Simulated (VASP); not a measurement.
# LiH (Fm-3m) in VASP: further runs, part 2 of 2

VASP 6.6.1.

**4. Electric field gradients, LDA (volume scaled by 1.01)**

INCAR reads:

```
PREC = Accurate
ENCUT = 520
EDIFF = 1E-8
ISMEAR = -1
SIGMA = 0.03
LREAL = False
LASPH = True
NELM = 100
ALGO = Normal
ISIF = 2
LWAVE = False
LCHARG = False
GGA = CA
LEFG = True
NBANDS = 9
```

KPOINTS reads:

```
regular mesh
0
Gamma
  11 11 11
```

POSCAR reads:

```
LiH
1.0
    0.0000000000      2.0392525413      2.0392525413
    2.0392525413      0.0000000000      2.0392525413
    2.0392525413      2.0392525413      0.0000000000
Li H
1 1
Direct
    0.0000000000      0.0000000000      0.0000000000
    0.5000000000      0.5000000000      0.5000000000
```

Potentials or basis: VASP PAW LDA potentials, release 64 (Li_sv, H).

Started as:

```sh
$ cat potpaw_LDA.64/Li_sv/POTCAR potpaw_LDA.64/H/POTCAR > POTCAR
$ mpirun -np 1 vasp_std > vasp.out
```

OUTCAR:

```text
PREC = Accurate
   ENCUT = 520
   EDIFF = 1E-8
   ISMEAR = -1
   LREAL = False
   LASPH = True
   NELM = 100
   ISIF = 2
   GGA = CA

 ion  position               nearest neighbor table
   1  0.000  0.000  0.000-
   2  0.500  0.500  0.500-

  LATTYP: Found a face centered cubic cell.
 ALAT       =     4.0785050826

  Lattice vectors:

 A1 = (   0.0000000000,   2.0392525413,   2.0392525413)
 A2 = (   2.0392525413,   0.0000000000,   2.0392525413)
 A3 = (   2.0392525413,   2.0392525413,   0.0000000000)

Analysis of symmetry for initial positions (statically):
=====================================================================
 Subroutine PRICEL returns:
 Original cell was already a primitive cell.

 Routine SETGRP: Setting up the symmetry group for a
 face centered cubic supercell.

 Subroutine GETGRP returns: Found 48 space group operations
 (whereof 48 operations were pure point group operations)
 out of a pool of 48 trial point group operations.

The static configuration has the point symmetry O_h .

Analysis of symmetry for dynamics (positions and initial velocities):
=====================================================================
 Subroutine PRICEL returns:
 Original cell was already a primitive cell.

 Routine SETGRP: Setting up the symmetry group for a
 face centered cubic supercell.

 Subroutine GETGRP returns: Found 48 space group operations
 (whereof 48 operations were pure point group operations)
 out of a pool of 48 trial point group operations.

The dynamic configuration has the point symmetry O_h .

 Subroutine INISYM returns: Found 48 space group operations
 (whereof 48 operations are pure point group operations),
 and found     1 'primitive' translations

----------------------------------------------------------------------------------------

                                     Primitive cell

  volume of cell :      16.9607

  direct lattice vectors                    reciprocal lattice vectors
     0.000000000  2.039252541  2.039252541    -0.245187876  0.245187876  0.245187876
     2.039252541  0.000000000  2.039252541     0.245187876 -0.245187876  0.245187876
     2.039252541  2.039252541  0.000000000     0.245187876  0.245187876 -0.245187876

  length of vectors
     2.883938601  2.883938601  2.883938601     0.424677859  0.424677859  0.424677859

  position of ions in fractional coordinates (direct lattice)
     0.000000000  0.000000000  0.000000000
     0.500000000  0.500000000  0.500000000

  ion indices of the primitive-cell ions
   primitive index   ion index
                 1           1
                 2           2

----------------------------------------------------------------------------------------

 KPOINTS: regular mesh

Automatic generation of k-mesh.
[... 76 lines left out ...]
   PSTRESS=    0.0 pullay stress
   NELECT =       4.0000    total number of electrons
   NUPDOWN=      -1.0000    fix difference up-down
   EMIN   =  10.00;   EMAX   =-10.00  energy-range for DOS
   EFERMI =   0.00;   METHOD = LEGACY
   ISMEAR =    -1;   SIGMA  =   0.03  broadening in eV -4-tet -1-fermi 0-gaus
   EFERMI_NEDOS =   21; number of points for ismear=-14 and -15
   IALGO  =     38    algorithm
   IMIX   =      4    mixing-type and parameters
     AMIX     =   0.40;   BMIX     =  1.00
     AMIX_MAG =   1.60;   BMIX_MAG =  1.00
  volume/ion in A,a.u.               =       8.48        57.23
  Fermi-wavevector in a.u.,A,eV,Ry     =   1.011456  1.911375 13.919358  1.023044
  Thomas-Fermi vector in A             =   2.144507
   LORBIT       =      0    0 simple, 1 ext, 2 COOP (PROOUT), +10 PAW based schemes
   GGA     = CA    functional components
   LHFCALC =     F    Hartree Fock is set to
   AEXX    =    0.0000 exact exchange contribution
   IVDW    =     0    specifies the selected vdW correction
   LEPSILON=     F    determine dielectric tensor
   LRPA    =     F    only Hartree local field effects (RPA)
 non-spin polarized calculation
  energy-cutoff  :      520.00
  volume of cell :       16.96
 maximum number of plane-waves:       470
 NGX is ok and might be reduce to    24
   NGX = 11   NGY = 11   NGZ = 11

 number of electron       4.0000000 magnetization

 Free energy of the ion-electron system (eV)
  ---------------------------------------------------
  ext. energy  EPLUGINS =         0.00000000
  ---------------------------------------------------
  free energy    TOTEN  =        -6.46780686 eV

  energy without entropy =       -6.46780686  energy(sigma->0) =       -6.46780686

 E-fermi :   0.6161     XC(G=0):  -8.6372

 val. band max:       -0.0836314980   @ k =  -0.4545   0.4545   0.0000
 cond. band min:       2.7587579465   @ k =  -0.4545   0.4545   0.0000
 fundamental gap:      2.8423894445
 Fermi energy:         0.6161428131

 k-point     1 :       0.0000    0.0000    0.0000
  band No.  band energies     occupation
      1     -43.5501      2.00000
      2      -5.4011      2.00000
      3      15.4205      0.00000
      4      16.8549      0.00000
      5      16.8549      0.00000
      6      16.8549      0.00000
      7      21.5889      0.00000
      8      21.5889      0.00000
      9      21.5889      0.00000
[... 265 lines left out ...]
 k-point    24 :      -0.1818    0.1818    0.0000
  band No.  band energies     occupation
      1     -43.5215      2.00000
      2      -3.9176      2.00000
      3       9.6893      0.00000
      4       9.7129      0.00000
      5      15.2882      0.00000
      6      16.5780      0.00000
      7      20.5895      0.00000
      8      22.3414      0.00000
      9      23.9758      0.00000

 [... further k-points ...]

------------------------ aborting loop because EDIFF is reached ----------------------------------------

  FORCE on cell =-STRESS in cart. coord.  units (eV):
  Direction    XX          YY          ZZ          XY          YZ          ZX
  --------------------------------------------------------------------------------------
  -------------------------------------------------------------------------------------
  Total       -0.4611462     -0.4611462     -0.4611462      0.0000000      0.0000000     -0.0000000
  in kB      -43.5618404    -43.5618404    -43.5618404      0.0000000      0.0000000     -0.0000000
  external PRESSURE =     -43.5618404 kB  Pullay stress =       0.0000000 kB

 VOLUME and BASIS-vectors are now :
 -----------------------------------------------------------------------------
  energy-cutoff  :      520.00
  volume of cell :       16.96
      direct lattice vectors                 reciprocal lattice vectors
     0.000000000  2.039252541  2.039252541    -0.245187876  0.245187876  0.245187876
     2.039252541  0.000000000  2.039252541     0.245187876 -0.245187876  0.245187876
     2.039252541  2.039252541  0.000000000     0.245187876  0.245187876 -0.245187876

 POSITION                                       TOTAL-FORCE (eV/Angst)
 -----------------------------------------------------------------------------------
      0.00000      0.00000      0.00000        -0.000000     -0.000000      0.000000
      2.03925      2.03925      2.03925         0.000000      0.000000     -0.000000
 -----------------------------------------------------------------------------------
    total drift:                                0.000000     -0.000000     -0.000000

  FREE ENERGIE OF THE ION-ELECTRON SYSTEM (eV)
  ---------------------------------------------------
  free  energy   TOTEN  =        -6.4678068639 eV

  energy  without entropy=       -6.4678068639  energy(sigma->0) =       -6.46780686

 Electric field gradients (V/A^2)
---------------------------------------------------------------------
 ion       V_xx      V_yy      V_zz      V_xy      V_xz      V_yz
---------------------------------------------------------------------
   1      -0.000    -0.000     0.000    -0.002    -0.002    -0.002
   2       0.000    -0.000     0.000     0.001     0.001     0.001
---------------------------------------------------------------------

 Electric field gradients after diagonalization (V/A^2)
 (convention: |V_zz| > |V_xx| > |V_yy|)
----------------------------------------------------------------------
 ion       V_xx      V_yy      V_zz     asymmetry (V_yy - V_xx)/ V_zz
----------------------------------------------------------------------
   1       0.002     0.002    -0.004       0.000
   2      -0.001    -0.001     0.002       0.000
----------------------------------------------------------------------

           NMR quadrupolar parameters

 Cq : quadrupolar parameter    Cq=e*Q*V_zz/h
 eta: asymmetry parameters     (V_yy - V_xx)/ V_zz
 Q  : nuclear electric quadrupole moment in mb (millibarn)
----------------------------------------------------------------------
 ion       Cq(MHz)       eta       Q (mb)
----------------------------------------------------------------------
   1      -0.000       0.000       1.000
   2       0.000       0.000       1.000
----------------------------------------------------------------------
```

OSZICAR:

```text
N       E                     dE             d eps       ncg     rms          rms(c)
DAV:   1    -0.235909410614E+01   -0.23591E+01   -0.14791E+03  1032   0.408E+02
DAV:   2    -0.665931778408E+01   -0.43002E+01   -0.42751E+01  1432   0.533E+01
DAV:   3    -0.671805607759E+01   -0.58738E-01   -0.58721E-01  1248   0.515E+00
DAV:   4    -0.671832519274E+01   -0.26912E-03   -0.26909E-03  1386   0.309E-01
DAV:   5    -0.671832629605E+01   -0.11033E-05   -0.11033E-05  1234   0.159E-02    0.277E+00
DAV:   6    -0.652898782724E+01    0.18934E+00   -0.17217E-01  1108   0.117E+00    0.135E+00
DAV:   7    -0.646707392443E+01    0.61914E-01   -0.19637E-01  1229   0.139E+00    0.198E-01
DAV:   8    -0.646786477063E+01   -0.79085E-03   -0.39019E-03  1119   0.425E-01    0.442E-02
DAV:   9    -0.646780670891E+01    0.58062E-04   -0.19791E-04  1261   0.500E-02    0.631E-03
DAV:  10    -0.646780678560E+01   -0.76685E-07   -0.55437E-06  1192   0.175E-02    0.353E-03
DAV:  11    -0.646780685277E+01   -0.67170E-07   -0.10840E-07  1370   0.172E-03    0.594E-04
DAV:  12    -0.646780686794E+01   -0.15172E-07   -0.36437E-09   989   0.524E-04    0.616E-04
DAV:  13    -0.646780686394E+01    0.39997E-08   -0.55553E-09   670   0.283E-04
   1 F= -.64678069E+01 E0= -.64678069E+01  d E =-.987075E-12
```

Run time: 22 s. Hardware: 1 thread of AMD EPYC 7R13, shared host; peak memory 0.09 GiB.

What came out:

* Free energy: -6.4678 eV
* Band gap on the k mesh: 2.84 eV, direct

Caveat: the cutoff is under 1.25 times the usual one of these potentials, so pressure, stress and relaxed cells hold a basis-set (Pulay) error; without QUAD_EFG the Cq values of the log hold for a quadrupole moment of 1 mb, not for the nuclei. A k mesh can miss the band edges.
